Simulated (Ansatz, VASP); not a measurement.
## SiC in VASP and in Ansatz

```xyz
4
Lattice="3.1368 0.0000 0.0000 -1.5684 2.7166 0.0000 0.0000 0.0000 5.0319" Properties=species:S:1:pos:R:3 pbc="T T T"
Si    0.0000    1.8110    2.5088
Si    1.5684    0.9055    5.0248
C     0.0000    1.8110    4.4101
C     1.5684    0.9055    1.8942
```

Alike in both runs: task single point; functional r2SCAN; k mesh 12 × 12 × 6; occupations gaussian, width 0.02 eV; no spin polarisation.

```csv
,VASP,Ansatz
version,VASP 6.6.1,Ansatz 0.2.0
potentials or method,"VASP PAW PBE potentials, release 64 (Si, C), cutoff 520 eV","scalar-relativistic, plane waves, PAW"
valence electrons in the cell,16,16
```

|  | VASP | Ansatz | Ansatz less VASP |
| --- | --- | --- | --- |
| gap on the k mesh at the Fermi level (eV) | 2.79 | 2.78 | -0.008 |
| least direct gap on the mesh (eV) | 4.20 | 4.19 | -0.007 |
| pressure (GPa) | -7.9 | -7.7 | +0.15 |
| traceless stress, the component that is largest in VASP (GPa) | 7.78 | 7.72 | -0.058 |

VASP's potentials were made for PBE, not for r2SCAN.
